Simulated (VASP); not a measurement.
# Ag in VASP: single point with PBEsol

Aim: the single point of Ag with PBEsol.

Program: VASP 6.6.1. These are calculated values, not measurements. Logs are shortened: lines on timing, memory, paths and dates and some standing lists are left out, and cuts for length are marked.

## Step 1: The cell of the first run

The typed cell holds 1 atom: a = 2.809 Å, b = 2.809 Å, c = 3.243 Å, α = 54.73°, β = 54.73°, γ = 70.53°.

This isn't the form of Ag at room conditions, which is fcc.

## Step 2: Single point, PBEsol

Contents of INCAR:

```
  ALGO = Fast
  EDIFF = 1E-6
  ENCUT = 520
  GGA = PS
  ISIF = 2
  ISMEAR = 0
  LASPH = True
  LCHARG = False
  LREAL = False
  LWAVE = False
  NBANDS = 12
  NELM = 80
  PREC = Accurate
  SIGMA = 0.15
```

Contents of KPOINTS:

```
k-points
0
Gamma
  22 22 22
```

Contents of POSCAR:

```
Ag
1.0
    0.0000000000      2.2934176608      1.6214462862
    2.2934176608      0.0000000000      1.6214462862
    2.2934176608      2.2934176608      0.0000000000
Ag
1
Direct
    0.0000000000      0.0000000000      0.0000000000
```

Potentials or basis: VASP PAW PBE potentials, release 64 (Ag).

Command:

```sh
$ cat potpaw_PBE.64/Ag/POTCAR > POTCAR
$ mpirun -np 1 vasp_std > vasp.out
```

OUTCAR:

```text
EDIFF = 1E-6
   ENCUT = 520
   GGA = PS
   ISIF = 2
   ISMEAR = 0
   LASPH = True
   LREAL = False
   NELM = 80
   PREC = Accurate

 ion  position               nearest neighbor table
   1  0.000  0.000  0.000-

  LATTYP: Found a body centered tetragonal cell.
 ALAT       =     3.2433823601
 C/A-ratio  =     0.9998489886

  Lattice vectors:

 A1 = (   0.0000000000,  -2.2934176608,  -1.6214462862)
 A2 = (   0.0000000000,   2.2934176608,  -1.6214462862)
 A3 = (   2.2934176608,   0.0000000000,   1.6214462862)

Analysis of symmetry for initial positions (statically):
=====================================================================
 Subroutine PRICEL returns:
 Original cell was already a primitive cell.

 Routine SETGRP: Setting up the symmetry group for a
 body centered tetragonal supercell.

 Subroutine GETGRP returns: Found 16 space group operations
 (whereof 16 operations were pure point group operations)
 out of a pool of 16 trial point group operations.

The static configuration has the point symmetry D_4h.

Analysis of symmetry for dynamics (positions and initial velocities):
=====================================================================
 Subroutine PRICEL returns:
 Original cell was already a primitive cell.

 Routine SETGRP: Setting up the symmetry group for a
 body centered tetragonal supercell.

 Subroutine GETGRP returns: Found 16 space group operations
 (whereof 16 operations were pure point group operations)
 out of a pool of 16 trial point group operations.

The dynamic configuration has the point symmetry D_4h.

 Subroutine INISYM returns: Found 16 space group operations
 (whereof 16 operations are pure point group operations),
 and found     1 'primitive' translations

----------------------------------------------------------------------------------------

                                     Primitive cell

  volume of cell :      17.0569

  direct lattice vectors                    reciprocal lattice vectors
     0.000000000  2.293417661  1.621446286    -0.218015239  0.218015239  0.308366675
     2.293417661  0.000000000  1.621446286     0.218015239 -0.218015239  0.308366675
     2.293417661  2.293417661  0.000000000     0.218015239  0.218015239 -0.308366675

  length of vectors
     2.808710136  2.808710136  3.243382360     0.436063407  0.436063407  0.436063407

  position of ions in fractional coordinates (direct lattice)
     0.000000000  0.000000000  0.000000000

  ion indices of the primitive-cell ions
   primitive index   ion index
                 1           1

----------------------------------------------------------------------------------------

 KPOINTS: k-points

Automatic generation of k-mesh.
 Grid dimensions read from file:
 generate k-points for:   22   22   22

 Generating k-lattice:

  Cartesian coordinates                     Fractional coordinates (reciprocal lattice)
    -0.009909784  0.009909784  0.014016667     0.045454545  0.000000000  0.000000000
     0.009909784 -0.009909784  0.014016667     0.000000000  0.045454545  0.000000000
     0.009909784  0.009909784 -0.014016667     0.000000000  0.000000000  0.045454545

  Length of vectors
     0.019821064  0.019821064  0.019821064

  Shift w.r.t. Gamma in fractional coordinates (k-lattice)
     0.000000000  0.000000000  0.000000000

 Subroutine IBZKPT returns following result:
 ===========================================

 Found    834 irreducible k-points:

 Following reciprocal coordinates:
            Coordinates               Weight
  0.000000  0.000000  0.000000      1.000000
  0.045455 -0.000000  0.000000      8.000000
  0.090909 -0.000000  0.000000      8.000000
  0.136364 -0.000000  0.000000      8.000000
  0.181818  0.000000  0.000000      8.000000
  0.227273 -0.000000  0.000000      8.000000
[... 16 lines left out ...]
  0.500000  0.045455  0.000000      8.000000
 -0.454545  0.045455  0.000000      8.000000
 [... further k-points ...]
   k-points           NKPTS =    834   k-points in BZ     NKDIM =    834   number of bands    NBANDS=     12
   number of dos      NEDOS =    301   number of ions     NIONS =      1
   total plane-waves  NPLWV =  13824
   dimension x,y,z NGX =    24 NGY =   24 NGZ =   24
   dimension x,y,z NGXF=    48 NGYF=   48 NGZF=   48
   ions per type =               1
   NGX,Y,Z   is equivalent  to a cutoff of  14.21, 14.21, 12.30 a.u.
   NGXF,Y,Z  is equivalent  to a cutoff of  28.41, 28.41, 24.60 a.u.
 SYSTEM =  unknown system
   PREC   = accura    normal or accurate (medium, high low for compatibility)
   ISTART =      0    job   : 0-new  1-cont  2-samecut
   ICHARG =      2    charge: 1-file 2-atom 10-const
   ISPIN  =      1    spin polarized calculation?
   LNONCOLLINEAR =      F non collinear calculations
   LSORBIT =      F    spin-orbit coupling
   LASPH  =      T    aspherical Exc in radial PAW
   ENCUT  =  520.0 eV  38.22 Ry    6.18 a.u.   5.22  5.22  6.03*2*pi/ulx,y,z
   NELM   =     80;   NELMIN=  2; NELMDL= -5     # of ELM steps
   EDIFF  = 0.1E-05   stopping-criterion for ELM
   LREAL  =      F    real-space projection
   EDIFFG = 0.1E-04   stopping-criterion for IOM
   NSW    =      0    number of steps for IOM
   IBRION =     -1    ionic relax: 0-MD 1-quasi-New 2-CG
   NFREE  =      0    steps in history (QN), initial steepest desc. (CG)
   ISIF   =      2    stress and relaxation
   ISYM   =      2    0-nonsym 1-usesym 2-fastsym
   POTIM  = 0.5000    time-step for ionic-motion
   TEBEG  =    0.0;   TEEND  =   0.0 temperature during run
   PSTRESS=    0.0 pullay stress
   NELECT =      11.0000    total number of electrons
   NUPDOWN=      -1.0000    fix difference up-down
   EMIN   =  10.00;   EMAX   =-10.00  energy-range for DOS
   EFERMI =   0.00;   METHOD = LEGACY
   ISMEAR =     0;   SIGMA  =   0.15  broadening in eV -4-tet -1-fermi 0-gaus
   EFERMI_NEDOS =   21; number of points for ismear=-14 and -15
   IALGO  =     68    algorithm
   IMIX   =      4    mixing-type and parameters
     AMIX     =   0.40;   BMIX     =  1.00
     AMIX_MAG =   1.60;   BMIX_MAG =  1.00
  volume/ion in A,a.u.               =      17.06       115.11
  Fermi-wavevector in a.u.,A,eV,Ry     =   1.414402  2.672832 27.218893  2.000532
  Thomas-Fermi vector in A             =   2.535948
   LORBIT       =      0    0 simple, 1 ext, 2 COOP (PROOUT), +10 PAW based schemes
   GGA     = PS    functional components
   LHFCALC =     F    Hartree Fock is set to
   AEXX    =    0.0000 exact exchange contribution
   IVDW    =     0    specifies the selected vdW correction
   LEPSILON=     F    determine dielectric tensor
   LRPA    =     F    only Hartree local field effects (RPA)
 non-spin polarized calculation
 RMM-DIIS sequential band-by-band and
 Gauss-broadening in eV      SIGMA  =   0.15
  energy-cutoff  :      520.00
  volume of cell :       17.06
 maximum number of plane-waves:       472
 NGX is ok and might be reduce to    24
   NGX = 11   NGY = 11   NGZ = 13

 number of electron      10.9999999 magnetization

 Free energy of the ion-electron system (eV)
  ---------------------------------------------------
  ext. energy  EPLUGINS =         0.00000000
  ---------------------------------------------------
  free energy    TOTEN  =        -3.26996837 eV

  energy without entropy =       -3.26473717  energy(sigma->0) =       -3.26735277

 E-fermi :   8.2249     XC(G=0): -12.4097

 val. band max:        8.2209561571   @ k =  -0.3182   0.0455   0.1818
 cond. band min:       8.2580568562   @ k =   0.5000   0.0455   0.3182
 fundamental gap:      0.0371006991
 Fermi energy:         8.2248926853

 k-point     1 :       0.0000    0.0000    0.0000
  band No.  band energies     occupation
      1       0.4066      2.00000
      2       3.3399      2.00000
      3       3.3406      2.00000
      4       3.3406      2.00000
      5       4.6890      2.00000
      6       4.6898      2.00000
      7      26.1717      0.00000
      8      26.1717      0.00000
      9      26.1744      0.00000
     10      32.4869      0.00000
     11      32.5546      0.00000
     12      32.5687      0.00000

 k-point     2 :       0.0455   -0.0000    0.0000
  band No.  band energies     occupation
      1       0.4754      2.00000
      2       3.3230      2.00000
      3       3.3432      2.00000
      4       3.3799      2.00000
      5       4.6702      2.00000
      6       4.6904      2.00000
      7      26.0135      0.00000
      8      26.1582      0.00000
      9      26.2214      0.00000
     10      31.2448      0.00000
     11      31.4746      0.00000
     12      32.0058      0.00000

 k-point     3 :       0.0909   -0.0000    0.0000
  band No.  band energies     occupation
      1       0.6771      2.00000
      2       3.2729      2.00000
      3       3.3511      2.00000
      4       3.4970      2.00000
      5       4.6190      2.00000
      6       4.6943      2.00000
      7      25.4648      0.00000
      8      26.0527      0.00000
      9      26.3646      0.00000
     10      30.2858      0.00000
     11      30.3030      0.00000
     12      30.9392      0.00000
[... 286 lines left out ...]
 k-point    23 :       0.5000    0.0455    0.0000
  band No.  band energies     occupation
      1       1.8686      2.00000
      2       2.5940      2.00000
      3       4.5957      2.00000
      4       4.6752      2.00000
      5       5.7021      2.00000
      6       8.2950      0.50860
      7      12.3858      0.00000
      8      21.5356      0.00000
      9      22.3938      0.00000
     10      28.5279      0.00000
     11      29.6234      0.00000
     12      32.2400      0.00000

 k-point    24 :      -0.4545    0.0455    0.0000
  band No.  band energies     occupation
      1       1.8882      2.00000
      2       2.6088      2.00000
      3       4.5673      2.00000
      4       4.6867      2.00000
      5       5.6422      2.00000
      6       7.8431      1.99968
      7      12.9530      0.00000
      8      21.6188      0.00000
      9      22.5327      0.00000
     10      28.5029      0.00000
     11      29.5674      0.00000
     12      32.2680      0.00000

 [... further k-points ...]

------------------------ aborting loop because EDIFF is reached ----------------------------------------

  FORCE on cell =-STRESS in cart. coord.  units (eV):
  Direction    XX          YY          ZZ          XY          YZ          ZX
  --------------------------------------------------------------------------------------
  -------------------------------------------------------------------------------------
  Total       -0.2048998     -0.2048998     -0.2052984      0.0000000      0.0000000     -0.0000000
  in kB      -19.2465634    -19.2465634    -19.2840048      0.0000000      0.0000000     -0.0000000
  external PRESSURE =     -19.2590439 kB  Pullay stress =       0.0000000 kB

 VOLUME and BASIS-vectors are now :
 -----------------------------------------------------------------------------
  energy-cutoff  :      520.00
  volume of cell :       17.06
      direct lattice vectors                 reciprocal lattice vectors
     0.000000000  2.293417661  1.621446286    -0.218015239  0.218015239  0.308366675
     2.293417661  0.000000000  1.621446286     0.218015239 -0.218015239  0.308366675
     2.293417661  2.293417661  0.000000000     0.218015239  0.218015239 -0.308366675

 POSITION                                       TOTAL-FORCE (eV/Angst)
 -----------------------------------------------------------------------------------
      0.00000      0.00000      0.00000         0.000000     -0.000000      0.000000
 -----------------------------------------------------------------------------------
    total drift:                               -0.000000     -0.000000     -0.000000

  FREE ENERGIE OF THE ION-ELECTRON SYSTEM (eV)
  ---------------------------------------------------
  free  energy   TOTEN  =        -3.2699683728 eV

  energy  without entropy=       -3.2647371731  energy(sigma->0) =       -3.26735277
```

It took 1.9 min on 1 thread of Intel Xeon 8259CL, shared host; peak memory 0.28 GiB.

Results:

| Item | Value |
| --- | --- |
| Free energy | -3.2700 eV |
| Pressure | -1.9 GPa |
| Band gap on the k mesh | zero (an odd number of electrons rules out a gap without spin polarisation) |

Caveat: the PAW data sets were made with another functional, which shifts forces and pressure a little.
